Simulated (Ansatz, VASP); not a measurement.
## Cl: VASP beside Ansatz

```
Cl
1.0
     2.60475    0.00000    0.00000
     0.00000    2.60475    0.00000
     0.00000    0.00000    2.60475
Cl
1
Cartesian
  0.0000 0.0000 0.0000
```

Change from the starting cell: volume scaled by 0.75, LAPW.

Alike in both runs: task single point; functional PBE; k mesh 15 × 15 × 15; occupations fermi-dirac, width 0.1 eV; no spin polarisation.

|  | VASP | Ansatz |
| --- | --- | --- |
| version | VASP 6.6.1 | Ansatz 0.2.0 |
| potentials or method | VASP PAW PBE potentials, release 64 (Cl), cutoff 520 eV | all-electron LAPW, scalar-relativistic |

```tsv
	VASP	Ansatz	Ansatz less VASP
pressure (GPa)	19.7	19.9	+0.22
```

Ansatz ran all-electron here, and VASP with PAW potentials.
